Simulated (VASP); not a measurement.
# V3Sn (Pm-3n) in VASP: a series of runs, part 2 of 2

VASP 6.6.1. The steps go on from the part before.

## 3. Single point, LDA

File INCAR:

```
  PREC = Accurate
  ENCUT = 520
  EDIFF = 1E-6
  ISMEAR = 0
  SIGMA = 0.1
  LREAL = False
  LASPH = True
  NELM = 100
  ALGO = Normal
  ISIF = 2
  LWAVE = False
  LCHARG = False
  NBANDS = 63
```

File KPOINTS:

```
regular mesh
0
Gamma
  5 5 5
```

File POSCAR:

```
V3Sn
1.0
    4.9310000000      0.0000000000      0.0000000000
    0.0000000000      4.9310000000      0.0000000000
    0.0000000000      0.0000000000      4.9310000000
Sn V
2 6
Direct
    0.0000000000      0.0000000000      0.0000000000
    0.5000000000      0.5000000000      0.5000000000
    0.2500000000      0.0000000000      0.5000000000
    0.5000000000      0.7500000000      0.0000000000
    0.7500000000      0.0000000000      0.5000000000
    0.5000000000      0.2500000000      0.0000000000
    0.0000000000      0.5000000000      0.7500000000
    0.0000000000      0.5000000000      0.2500000000
```

Potentials or basis: VASP PAW LDA potentials, release 64 (Sn_d, V_sv).

On the command line:

```bash
cat potpaw_LDA.64/Sn_d/POTCAR potpaw_LDA.64/V_sv/POTCAR > POTCAR
mpirun -np 1 vasp_std > vasp.out
```

OUTCAR:

```text
PREC = Accurate
   ENCUT = 520
   EDIFF = 1E-6
   ISMEAR = 0
   LREAL = False
   LASPH = True
   NELM = 100
   ISIF = 2

 ion  position               nearest neighbor table
   1  0.000  0.000  0.000-   3 2.76   4 2.76   5 2.76   6 2.76   7 2.76   8 2.76   3 2.76   5 2.76
                             7 2.76   8 2.76   4 2.76   6 2.76
   2  0.500  0.500  0.500-   3 2.76   4 2.76   5 2.76   6 2.76   7 2.76   8 2.76   4 2.76   6 2.76
                             3 2.76   5 2.76   7 2.76   8 2.76
   3  0.250  0.000  0.500-   5 2.47   5 2.47   1 2.76   1 2.76   2 2.76   2 2.76
   4  0.500  0.750  0.000-   6 2.47   6 2.47   1 2.76   2 2.76   2 2.76   1 2.76
   5  0.750  0.000  0.500-   3 2.47   3 2.47   1 2.76   1 2.76   2 2.76   2 2.76
   6  0.500  0.250  0.000-   4 2.47   4 2.47   1 2.76   2 2.76   2 2.76   1 2.76
   7  0.000  0.500  0.750-   8 2.47   8 2.47   1 2.76   2 2.76   1 2.76   2 2.76
   8  0.000  0.500  0.250-   7 2.47   7 2.47   1 2.76   2 2.76   1 2.76   2 2.76

  LATTYP: Found a simple cubic cell.
 ALAT       =     4.9310000000

  Lattice vectors:

 A1 = (   4.9310000000,   0.0000000000,   0.0000000000)
 A2 = (   0.0000000000,   4.9310000000,   0.0000000000)
[... 183 lines left out ...]
 k-point     1 :       0.0000    0.0000    0.0000
  band No.  band energies     occupation
      1     -52.8529      2.00000
      2     -52.8081      2.00000
      3     -52.8081      2.00000
      4     -52.6699      2.00000
      5     -52.6699      2.00000
      6     -52.6699      2.00000
[... 649 lines left out ...]
     62      11.9712      0.00000
     63      12.0750      0.00000

------------------------ aborting loop because EDIFF is reached ----------------------------------------

  FORCE on cell =-STRESS in cart. coord.  units (eV):
  Direction    XX          YY          ZZ          XY          YZ          ZX
  --------------------------------------------------------------------------------------
  -------------------------------------------------------------------------------------
  Total       -5.8768233     -5.8768233     -5.8768233     -0.0000000     -0.0000000     -0.0000000
  in kB      -78.5322808    -78.5322808    -78.5322808     -0.0000000     -0.0000000     -0.0000000
  external PRESSURE =     -78.5322808 kB  Pullay stress =       0.0000000 kB

 VOLUME and BASIS-vectors are now :
 -----------------------------------------------------------------------------
  energy-cutoff  :      520.00
  volume of cell :      119.90
      direct lattice vectors                 reciprocal lattice vectors
     4.931000000  0.000000000  0.000000000     0.202798621  0.000000000  0.000000000
     0.000000000  4.931000000  0.000000000     0.000000000  0.202798621  0.000000000
     0.000000000  0.000000000  4.931000000     0.000000000  0.000000000  0.202798621

 POSITION                                       TOTAL-FORCE (eV/Angst)
 -----------------------------------------------------------------------------------
      0.00000      0.00000      0.00000         0.000000      0.000000      0.000000
      2.46550      2.46550      2.46550         0.000000      0.000000      0.000000
      1.23275      0.00000      2.46550         0.000000     -0.000000     -0.000000
      2.46550      3.69825      0.00000        -0.000000      0.000000     -0.000000
      3.69825      0.00000      2.46550        -0.000000      0.000000      0.000000
      2.46550      1.23275      0.00000        -0.000000     -0.000000     -0.000000
      0.00000      2.46550      3.69825         0.000000     -0.000000      0.000000
      0.00000      2.46550      1.23275         0.000000      0.000000     -0.000000
 -----------------------------------------------------------------------------------
    total drift:                               -0.000000     -0.000000      0.000000

  FREE ENERGIE OF THE ION-ELECTRON SYSTEM (eV)
  ---------------------------------------------------
  free  energy   TOTEN  =       -69.3821942189 eV

  energy  without entropy=      -69.2951553251  energy(sigma->0) =      -69.33867477
```

Wall time 92 s (1 thread of Intel Xeon 6975P-C (Granite Rapids), shared host); peak memory 0.22 GiB.

What came out:

```
Free energy            : -69.3822 eV
Pressure               : -7.9 GPa
Band gap on the k mesh : zero (bands 53 and 54 overlap by 0.22 eV)
```

Caveat: the cell stands under tension; spin-orbit coupling is left out, which moves the levels of the heavy elements.

## 4. Single point, LDA, collinear spin, zero start

File INCAR:

```
PREC     = Accurate       # precision mode
ENCUT    = 520            # plane-wave cutoff, eV
EDIFF    = 1E-6           # SCF threshold, eV
ISMEAR   = 0              # smearing method
SIGMA    = 0.1            # smearing width, eV
LREAL    = F              # projectors in reciprocal space
LASPH    = T              # aspherical terms in the spheres
NELM     = 150            # most SCF steps
ALGO     = Normal         # electronic algorithm
ISIF     = 2              # what is computed and relaxed
LWAVE    = F              # write WAVECAR
LCHARG   = T              # write CHGCAR
ISPIN    = 2              # spin polarisation
MAGMOM   = 0 0 0 0 0 0 0 0 # initial moments
LORBIT   = 11             # projections on sites
LMAXMIX  = 4              # l up to which the mixer works
LELF     = T              # ELF
LVHAR    = T            
NBANDS   = 67             # bands
```

File KPOINTS:

```
Automatic mesh
0
Gamma
  5 5 5
```

POSCAR is that of step 3.

Potentials or basis: VASP PAW LDA potentials, release 64 (Sn_d, V_sv).

On the command line:

```bash
cat potpaw_LDA.64/Sn_d/POTCAR potpaw_LDA.64/V_sv/POTCAR > POTCAR
mpirun -np 1 vasp_std > vasp.out
```

OUTCAR:

```text
PREC = Accurate
   ENCUT = 520
   EDIFF = 1E-6
   ISMEAR = 0
   LREAL = F
   LASPH = T
   NELM = 150
   ISIF = 2
   ISPIN = 2
   LORBIT = 11

 ion  position               nearest neighbor table
   1  0.000  0.000  0.000-   3 2.76   4 2.76   5 2.76   6 2.76   7 2.76   8 2.76   3 2.76   5 2.76
                             7 2.76   8 2.76   4 2.76   6 2.76
   2  0.500  0.500  0.500-   3 2.76   4 2.76   5 2.76   6 2.76   7 2.76   8 2.76   4 2.76   6 2.76
                             3 2.76   5 2.76   7 2.76   8 2.76
   3  0.250  0.000  0.500-   5 2.47   5 2.47   1 2.76   1 2.76   2 2.76   2 2.76
   4  0.500  0.750  0.000-   6 2.47   6 2.47   1 2.76   2 2.76   2 2.76   1 2.76
   5  0.750  0.000  0.500-   3 2.47   3 2.47   1 2.76   1 2.76   2 2.76   2 2.76
   6  0.500  0.250  0.000-   4 2.47   4 2.47   1 2.76   2 2.76   2 2.76   1 2.76
   7  0.000  0.500  0.750-   8 2.47   8 2.47   1 2.76   2 2.76   1 2.76   2 2.76
   8  0.000  0.500  0.250-   7 2.47   7 2.47   1 2.76   2 2.76   1 2.76   2 2.76

  LATTYP: Found a simple cubic cell.
 ALAT       =     4.9310000000

  Lattice vectors:

 A1 = (   4.9310000000,   0.0000000000,   0.0000000000)
 A2 = (   0.0000000000,   4.9310000000,   0.0000000000)
 A3 = (   0.0000000000,   0.0000000000,   4.9310000000)

Analysis of symmetry for initial positions (statically):
=====================================================================
 Subroutine PRICEL returns:
 Original cell was already a primitive cell.

 Routine SETGRP: Setting up the symmetry group for a
 simple cubic supercell.

 Subroutine GETGRP returns: Found 48 space group operations
 (whereof 24 operations were pure point group operations)
 out of a pool of 48 trial point group operations.

The static configuration has the point symmetry T_h .
 The point group associated with its full space group is O_h .

Analysis of symmetry for dynamics (positions and initial velocities):
=====================================================================
 Subroutine PRICEL returns:
 Original cell was already a primitive cell.

 Routine SETGRP: Setting up the symmetry group for a
 simple cubic supercell.

 Subroutine GETGRP returns: Found 48 space group operations
 (whereof 24 operations were pure point group operations)
 out of a pool of 48 trial point group operations.

The dynamic configuration has the point symmetry T_h .
 The point group associated with its full space group is O_h .

Analysis of structural, dynamic, and magnetic symmetry:
=====================================================================
 Subroutine PRICEL returns:
 Original cell was already a primitive cell.

 Routine SETGRP: Setting up the symmetry group for a
 simple cubic supercell.

 Subroutine GETGRP returns: Found 48 space group operations
 (whereof 24 operations were pure point group operations)
 out of a pool of 48 trial point group operations.

The overall configuration has the point symmetry T_h .
 The point group associated with its full space group is O_h .

 Subroutine INISYM returns: Found 48 space group operations
 (whereof 24 operations are pure point group operations),
 and found     1 'primitive' translations

----------------------------------------------------------------------------------------

                                     Primitive cell

  volume of cell :     119.8961

[... 100 lines left out ...]
   ISMEAR =     0;   SIGMA  =   0.10  broadening in eV -4-tet -1-fermi 0-gaus
   EFERMI_NEDOS =   21; number of points for ismear=-14 and -15
   IALGO  =     38    algorithm
   IMIX   =      4    mixing-type and parameters
     AMIX     =   0.40;   BMIX     =  1.00
     AMIX_MAG =   1.60;   BMIX_MAG =  1.00
  volume/ion in A,a.u.               =      14.99       101.14
  Fermi-wavevector in a.u.,A,eV,Ry     =   1.571237  2.969208 33.589882  2.468787
  Thomas-Fermi vector in A             =   2.672851
   LORBIT       =     11    0 simple, 1 ext, 2 COOP (PROOUT), +10 PAW based schemes
   GGA     = CA    functional components
   LHFCALC =     F    Hartree Fock is set to
   AEXX    =    0.0000 exact exchange contribution
   IVDW    =     0    specifies the selected vdW correction
   LEPSILON=     F    determine dielectric tensor
   LRPA    =     F    only Hartree local field effects (RPA)
 spin polarized calculation
 Gauss-broadening in eV      SIGMA  =   0.10
  energy-cutoff  :      520.00
  volume of cell :      119.90
 maximum number of plane-waves:      3243
 NGX is ok and might be reduce to    40
   NGX = 19   NGY = 19   NGZ = 19

 number of electron     106.0000025 magnetization      -0.0010424

 number of electron     106.0000024 magnetization       0.0003878

 Free energy of the ion-electron system (eV)
  ---------------------------------------------------
  ext. energy  EPLUGINS =         0.00000000
  ---------------------------------------------------
  free energy    TOTEN  =       -69.38219422 eV

  energy without entropy =      -69.29515382  energy(sigma->0) =      -69.33867402

 E-fermi :  10.2531     XC(G=0): -12.9133

 val. band max:       10.2516693349   @ k =   0.2000   0.2000   0.0000
 cond. band min:      10.2595528068   @ k =   0.4000   0.2000   0.2000
 fundamental gap:      0.0078834719
 Fermi energy:        10.2531104485

 spin component 1

 k-point     1 :       0.0000    0.0000    0.0000
  band No.  band energies     occupation
      1     -52.8530      1.00000
      2     -52.8083      1.00000
      3     -52.8083      1.00000
      4     -52.6700      1.00000
      5     -52.6700      1.00000
      6     -52.6700      1.00000
[... 669 lines left out ...]
     64      12.1739      0.00000
     65      12.1740      0.00000
 Fermi energy:        10.2531104485

 spin component 2

 k-point     1 :       0.0000    0.0000    0.0000
  band No.  band energies     occupation
      1     -52.8530      1.00000
      2     -52.8082      1.00000
      3     -52.8082      1.00000
      4     -52.6699      1.00000
      5     -52.6699      1.00000
      6     -52.6699      1.00000
[... 669 lines left out ...]
     64      12.1740      0.00000
     65      12.1740      0.00000
 [bands above 65 left out]

------------------------ aborting loop because EDIFF is reached ----------------------------------------

  FORCE on cell =-STRESS in cart. coord.  units (eV):
  Direction    XX          YY          ZZ          XY          YZ          ZX
  --------------------------------------------------------------------------------------
  -------------------------------------------------------------------------------------
  Total       -5.8755525     -5.8755525     -5.8755525      0.0000000     -0.0000000     -0.0000000
  in kB      -78.5152981    -78.5152981    -78.5152981      0.0000000     -0.0000000     -0.0000000
  external PRESSURE =     -78.5152981 kB  Pullay stress =       0.0000000 kB

 VOLUME and BASIS-vectors are now :
 -----------------------------------------------------------------------------
  energy-cutoff  :      520.00
  volume of cell :      119.90
      direct lattice vectors                 reciprocal lattice vectors
     4.931000000  0.000000000  0.000000000     0.202798621  0.000000000  0.000000000
     0.000000000  4.931000000  0.000000000     0.000000000  0.202798621  0.000000000
     0.000000000  0.000000000  4.931000000     0.000000000  0.000000000  0.202798621

 POSITION                                       TOTAL-FORCE (eV/Angst)
 -----------------------------------------------------------------------------------
      0.00000      0.00000      0.00000         0.000000     -0.000000      0.000000
      2.46550      2.46550      2.46550         0.000000     -0.000000      0.000000
      1.23275      0.00000      2.46550         0.000000      0.000000      0.000000
      2.46550      3.69825      0.00000         0.000000     -0.000000      0.000000
      3.69825      0.00000      2.46550        -0.000000      0.000000     -0.000000
      2.46550      1.23275      0.00000         0.000000     -0.000000      0.000000
      0.00000      2.46550      3.69825         0.000000     -0.000000     -0.000000
      0.00000      2.46550      1.23275        -0.000000     -0.000000      0.000000
 -----------------------------------------------------------------------------------
    total drift:                               -0.000000     -0.000000      0.000000

  FREE ENERGIE OF THE ION-ELECTRON SYSTEM (eV)
  ---------------------------------------------------
  free  energy   TOTEN  =       -69.3821942170 eV

  energy  without entropy=      -69.2951538226  energy(sigma->0) =      -69.33867402

 total charge

# of ion       s       p       d       tot
------------------------------------------
    1        1.114   1.569  10.067  12.750
    2        1.114   1.569  10.067  12.750
    3        2.276   6.199   3.118  11.593
    4        2.276   6.199   3.118  11.593
    5        2.276   6.199   3.118  11.593
    6        2.276   6.199   3.118  11.593
    7        2.276   6.199   3.118  11.593
    8        2.276   6.199   3.118  11.593
--------------------------------------------------
tot         15.886  40.333  38.840  95.060

 magnetization (x)

# of ion       s       p       d       tot
------------------------------------------
    1        0.000   0.000   0.000   0.000
    2        0.000   0.000   0.000   0.000
    3       -0.000   0.000   0.000   0.000
    4       -0.000   0.000   0.000   0.000
    5       -0.000   0.000   0.000   0.000
    6       -0.000   0.000   0.000   0.000
    7       -0.000   0.000   0.000   0.000
    8       -0.000   0.000   0.000   0.000
--------------------------------------------------
tot          0.000   0.000   0.000   0.000
```

It took 2.7 min on 1 thread of Intel Xeon 6975P-C (Granite Rapids), shared host; peak memory 0.28 GiB.

What came out:

```
Free energy                                           : -69.3822 eV
Pressure                                              : -7.9 GPa
Band gap on the k mesh                                : zero (filled and empty bands overlap)
Net moment                                            : 0.00 μB per cell
Valence electrons inside the program's atomic spheres : Sn 12.75; V 11.59
```

Caveat: the cell stands under tension; no moment was typed at the start, so none could form; spin-orbit coupling is left out, which moves the levels of the heavy elements.

## 5. Single point, LDA, collinear spin, antiferromagnetic start

File INCAR:

```
SYSTEM = V3Sn
PREC = Accurate
ENCUT = 520
EDIFF = 1E-6
ISMEAR = 0
SIGMA = 0.1
LREAL = .False.
LASPH = .True.
NELM = 150
ALGO = Normal
ISIF = 2
LWAVE = .False.
LCHARG = .True.
ISPIN = 2
MAGMOM = 0 0 2 -2 -2 2 -2 2
LORBIT = 11
LMAXMIX = 4
LELF = .True.
LVHAR = .True.
NBANDS = 67
```

File KPOINTS:

```
regular mesh
0
Gamma
  5 5 5
  0 0 0
```

POSCAR is that of step 4.

On the command line:

```bash
cat potpaw_LDA.64/Sn_d/POTCAR potpaw_LDA.64/V_sv/POTCAR > POTCAR
mpirun -np 1 vasp_std > vasp.out
```

Wall time 5.9 min (1 thread of Intel Xeon 6975P-C (Granite Rapids), shared host); peak memory 0.33 GiB.

It converged, with:

```yaml
Free_energy: -69.3822 eV
Pressure: -7.8 GPa
Band_gap_on_the_k_mesh: zero (filled and empty bands overlap)
Net_moment: 0.00 μB per cell
Valence_electrons_inside_the_program's_atomic_spheres: Sn 12.75; V 11.59
```

Levels at points of the mesh, in eV from the Fermi level:
Spin up:
```tsv
k point	band 49	band 50	band 51	band 52	band 53	band 54	band 55	band 56	band 57	band 58
(0.00, 0.00, 0.00)	-0.95	-0.39	-0.39	-0.39	-0.06	-0.06	1.53	1.53	1.53	2.18
```
Spin down:
| k point | band 49 | band 50 | band 51 | band 52 | band 53 | band 54 | band 55 | band 56 | band 57 | band 58 |
| --- | --- | --- | --- | --- | --- | --- | --- | --- | --- | --- |
| (0.00, 0.00, 0.00) | -0.95 | -0.39 | -0.39 | -0.39 | -0.06 | -0.06 | 1.53 | 1.53 | 1.53 | 2.18 |

Caveat: the cell stands under tension; the moments typed at the start vanished in this run; spin-orbit coupling is left out, which moves the levels of the heavy elements.

## 6. The runs side by side

| spin | gap on the mesh (eV) | pressure (GPa) | moment (μB) |
| --- | --- | --- | --- |
| collinear, ferromagnetic start | none | -7.8 | 0.00 |
| off | none | -7.9 | - |
| collinear, zero start | none | -7.9 | 0.00 |
| collinear, antiferromagnetic start | none | -7.8 | 0.00 |

Alike in all rows: task single point; level LDA; potentials or basis VASP PAW LDA potentials, release 64 (Sn_d, V_sv); cell as given; k mesh 5 × 5 × 5; cutoff (eV) 520; smearing gaussian 0.1 eV.

Caveats: the cell stands under tension; spin-orbit coupling is left out, which moves the levels of the heavy elements; the moments typed at the start vanished in this run (at least some runs); no moment was typed at the start, so none could form (at least some runs).

Total energies depend on the potentials used, so only differences within one code and one set of settings carry meaning.
